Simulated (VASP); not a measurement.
Here is a VASP 6.6.1 calculation.

File INCAR:

```
SYSTEM = Sb
PREC = Accurate ; ENCUT = 520
EDIFF = 1E-7 ; ISMEAR = -1
SIGMA = 0.1 ; LREAL = .False.
LASPH = .True. ; NELM = 60
ALGO = Normal ; ISIF = 2
LWAVE = .False. ; LCHARG = .False.
GGA = RP ; NBANDS = 8
```

KPOINTS

```
regular mesh
0
Gamma
  16 16 16
  0 0 0
```

File POSCAR:

```
Sb
1.0
    3.1298764661      0.0000000000      0.0000000000
    0.0000000000      3.1298764661      0.0000000000
    0.0000000000      0.0000000000      3.1298764661
Sb
1
Direct
    0.0000000000      0.0000000000      0.0000000000
```

Potentials or basis: VASP PAW PBE potentials, release 64 (Sb).

Run with:

```sh
$ cat potpaw_PBE.64/Sb/POTCAR > POTCAR
$ mpirun -np 1 vasp_std > vasp.out
```

**Question.** What does it give for the pressure?

**Answer.** 0.1 GPa.

Caveat: the PAW data sets were made with another functional, which shifts forces and pressure a little.
